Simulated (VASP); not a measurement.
# CdSb2C (I-42d) in VASP: notebook, part 2 of 2

VASP 6.6.1. The steps go on from the part before.

## 5. Single point, PBE

This run uses another cell than the first one, of 24.30 Å³/atom.

INCAR reads:

```
SYSTEM = CdSb2C
ALGO = Normal ; EDIFF = 1E-7
ENCUT = 520 ; GGA = PE
ISIF = 2 ; ISMEAR = -1
LASPH = .True. ; LCHARG = .False.
LREAL = .False. ; LWAVE = .False.
NBANDS = 36 ; NELM = 80
PREC = Accurate ; SIGMA = 0.02
```

KPOINTS reads:

```
k-points
0
Gamma
  6 6 6
  0 0 0
```

POSCAR reads:

```
CdSb2C
1.0
   -3.0722058033      3.0722058033      5.1483790609
    3.0722058033     -3.0722058033      5.1483790609
    3.0722058033      3.0722058033     -5.1483790609
Cd Sb C
2 4 2
Direct
    0.0000000000      0.0000000000      0.0000000000
    0.7500000000      0.2500000000      0.5000000000
    0.3750000000      0.4524834671      0.5774834671
    0.2024834671      0.6250000000      0.0774834671
    0.8750000000      0.7975165329      0.4225165329
    0.5475165329      0.1250000000     -0.0774834671
    0.5000000000      0.5000000000      0.0000000000
    0.2500000000      0.7500000000      0.5000000000
```

Potentials or basis: VASP PAW PBE potentials, release 64 (Cd, Sb, C).

Started as:

```
$ cat potpaw_PBE.64/Cd/POTCAR potpaw_PBE.64/Sb/POTCAR potpaw_PBE.64/C/POTCAR > POTCAR
$ mpirun -np 1 vasp_std > vasp.out
```

OUTCAR:

```text
SYSTEM = CdSb2C
   EDIFF = 1E-7
   ENCUT = 520
   GGA = PE
   ISIF = 2
   ISMEAR = -1
   LASPH = .True.
   LREAL = .False.
   NELM = 80
   PREC = Accurate

 ion  position               nearest neighbor table
   1  0.000  0.000  0.000-   4 2.84   6 2.84   5 2.84   3 2.84
   2  0.750  0.250  0.500-   3 2.84   5 2.84   6 2.84   4 2.84
   3  0.375  0.452  0.577-   7 2.27   8 2.27   2 2.84   1 2.84   6 3.69   4 3.69   6 3.69   4 3.69
                             5 3.73   5 3.73
   4  0.202  0.625  0.077-   7 2.27   8 2.27   1 2.84   2 2.84   5 3.69   3 3.69   5 3.69   3 3.69
                             6 3.73   6 3.73
   5  0.875  0.798  0.423-   7 2.27   8 2.27   1 2.84   2 2.84   6 3.69   4 3.69   6 3.69   4 3.69
                             3 3.73   3 3.73
   6  0.548  0.125  0.923-   7 2.27   8 2.27   2 2.84   1 2.84   5 3.69   3 3.69   3 3.69   5 3.69
                             4 3.73   4 3.73
   7  0.500  0.500  0.000-   3 2.27   4 2.27   5 2.27   6 2.27
   8  0.250  0.750  0.500-   3 2.27   4 2.27   5 2.27   6 2.27

  LATTYP: Found a body centered tetragonal cell.
 ALAT       =     6.1444116066
 C/A-ratio  =     1.6757923754

  Lattice vectors:

[... 199 lines left out ...]
  band No.  band energies     occupation
      1      -8.3543      2.00000
      2      -6.1008      2.00000
      3      -4.6046      2.00000
      4      -4.6046      2.00000
      5      -4.5894      2.00000
      6      -3.5931      2.00000
[... 925 lines left out ...]
     35       9.5457      0.00000
     36       9.8620      0.00000

 [... further k-points ...]

------------------------ aborting loop because EDIFF is reached ----------------------------------------

  FORCE on cell =-STRESS in cart. coord.  units (eV):
  Direction    XX          YY          ZZ          XY          YZ          ZX
  --------------------------------------------------------------------------------------
  -------------------------------------------------------------------------------------
  Total        0.1970835      0.1970835      0.1219461      0.0000000     -0.0000000      0.0000000
  in kB        1.6245379      1.6245379      1.0051885      0.0000000     -0.0000000      0.0000000
  external PRESSURE =       1.4180881 kB  Pullay stress =       0.0000000 kB

 VOLUME and BASIS-vectors are now :
 -----------------------------------------------------------------------------
  energy-cutoff  :      520.00
  volume of cell :      194.37
      direct lattice vectors                 reciprocal lattice vectors
    -3.072205803  3.072205803  5.148379061     0.000000000  0.162749514  0.097117946
     3.072205803 -3.072205803  5.148379061     0.162749514  0.000000000  0.097117946
     3.072205803  3.072205803 -5.148379061     0.162749514  0.162749514  0.000000000

 POSITION                                       TOTAL-FORCE (eV/Angst)
 -----------------------------------------------------------------------------------
      0.00000      0.00000      0.00000         0.000000      0.000000      0.000000
      0.00000      3.07221      2.57419         0.000000      0.000000      0.000000
      2.01219      1.53610      1.28709        -0.019569      0.000000      0.000000
      1.53610     -1.06001      3.86128        -0.000000     -0.019569      0.000000
      1.06001      1.53610      6.43547         0.019569      0.000000     -0.000000
      1.53610      4.13222     -1.28709         0.000000      0.019569     -0.000000
      0.00000      0.00000      5.14838         0.000000      0.000000      0.000000
      3.07221      0.00000      2.57419         0.000000      0.000000     -0.000000
 -----------------------------------------------------------------------------------
    total drift:                               -0.000003     -0.000003     -0.000002

  FREE ENERGIE OF THE ION-ELECTRON SYSTEM (eV)
  ---------------------------------------------------
  free  energy   TOTEN  =       -30.9232139496 eV

  energy  without entropy=      -30.9231326344  energy(sigma->0) =      -30.92317329
```

OSZICAR:

```text
N       E                     dE             d eps       ncg     rms          rms(c)
DAV:   1     0.329107226606E+03    0.32911E+03   -0.21800E+04  2160   0.125E+03
DAV:   2    -0.748458039535E+01   -0.33659E+03   -0.32586E+03  2412   0.281E+02
DAV:   3    -0.334899760994E+02   -0.26005E+02   -0.25435E+02  2692   0.784E+01
DAV:   4    -0.341793468432E+02   -0.68937E+00   -0.68517E+00  2488   0.115E+01
DAV:   5    -0.341902170731E+02   -0.10870E-01   -0.10866E-01  2624   0.161E+00    0.115E+01
DAV:   6    -0.309309249365E+02    0.32593E+01   -0.13286E+01  3044   0.236E+01    0.800E+00
DAV:   7    -0.309808144969E+02   -0.49890E-01   -0.35857E+00  2272   0.858E+00    0.437E+00
DAV:   8    -0.309699197193E+02    0.10895E-01   -0.10370E+00  2568   0.383E+00    0.150E+00
DAV:   9    -0.309193247245E+02    0.50595E-01   -0.20157E-01  2672   0.219E+00    0.422E-01
DAV:  10    -0.309229687932E+02   -0.36441E-02   -0.51231E-02  2348   0.892E-01    0.144E-01
DAV:  11    -0.309231732221E+02   -0.20443E-03   -0.11552E-03  2660   0.185E-01    0.629E-02
DAV:  12    -0.309232073071E+02   -0.34085E-04   -0.10363E-04  2432   0.553E-02    0.379E-02
DAV:  13    -0.309232241406E+02   -0.16833E-04   -0.68218E-05  2864   0.386E-02    0.220E-02
DAV:  14    -0.309232136281E+02    0.10512E-04   -0.28868E-05  3036   0.248E-02    0.865E-03
DAV:  15    -0.309232143064E+02   -0.67833E-06   -0.69273E-06  2360   0.104E-02    0.167E-03
DAV:  16    -0.309232140379E+02    0.26855E-06   -0.27097E-07  2200   0.290E-03    0.794E-04
DAV:  17    -0.309232139496E+02    0.88308E-07   -0.53235E-08  1348   0.155E-03
   1 F= -.30923214E+02 E0= -.30923173E+02  d E =-.813152E-04
```

stdout:

```text
POSCAR found type information on POSCAR CdSbC
 POSCAR found :  3 types and       8 ions
 scaLAPACK will be used
 LDA part: xc-table for (Slater+PW92), standard interpolation
 POSCAR, INCAR and KPOINTS ok, starting setup
 FFT: planning ... GRIDC
 FFT: planning ... GRID_SOFT
 FFT: planning ... GRID
 WAVECAR not read
 entering main loop
```

Run time: 7.6 min. Hardware: 1 thread of Intel Xeon 8259CL, shared host; peak memory 0.46 GiB.

What came out:

| Item | Value |
| --- | --- |
| Free energy | -30.9232 eV |
| Pressure | 0.1 GPa |
| Largest force | 0.020 eV/Å |
| Band gap on the k mesh | 0.18 eV (least direct gap 0.46 eV) |

Forces on the atoms (eV/Å):
```
Cd   0.000  0.000  0.000
Cd   0.000  0.000  0.000
Sb  -0.020  0.000  0.000
Sb   0.000 -0.020  0.000
Sb   0.020  0.000  0.000
Sb   0.000  0.020  0.000
C    0.000  0.000  0.000
C    0.000  0.000  0.000
```

Levels at points of the mesh, in eV from the valence-band top:
```csv
k point,band 23,band 24,band 25,band 26,band 27,band 28,band 29,band 30
"(0.00, 0.00, 0.00)",-2.21,-0.37,-0.37,-0.28,0.18,0.43,0.53,2.46
"(0.50, 0.00, 0.00)",-2.15,-1.65,-0.73,-0.30,1.38,1.42,2.12,2.31
"(0.50, 0.50, 0.00)",-1.31,-1.31,-0.57,-0.57,0.51,0.51,1.92,1.92
"(0.50, 0.50, 0.50)",-2.28,-2.28,-0.38,-0.38,0.66,0.66,1.88,1.88
```

Caveat: spin-orbit coupling is left out, which moves the levels of the heavy elements. A k mesh can miss the band edges.

## 6. Overview

| cell | gap on the mesh (eV) | pressure (GPa) | largest force (eV/Å) |
| --- | --- | --- | --- |
| a = 6.599 Å, angles 125.7, 125.7, 80.3°, 8 atoms | 0.09 | 4.6 | 0.13 |
| a = 6.669 Å, angles 125.7, 125.7, 80.3°, 8 atoms | 0.17 | 2.2 | 0.07 |
| a = 6.691 Å, angles 125.9, 125.9, 80.1°, 8 atoms | 0.18 | 1.7 | 0.01 |
| a = 6.737 Å, angles 125.7, 125.7, 80.3°, 8 atoms | 0.18 | 0.1 | 0.02 |

Alike in all rows: task single point; level PBE; potentials or basis VASP PAW PBE potentials, release 64 (Cd, Sb, C); no spin polarisation; k mesh 6 × 6 × 6; cutoff (eV) 520; smearing fermi-dirac 0.02 eV.

Caveats: spin-orbit coupling is left out, which moves the levels of the heavy elements; the cell stands under pressure (at least some runs).

Total energies depend on the potentials used, so only differences within one code and one set of settings carry meaning.
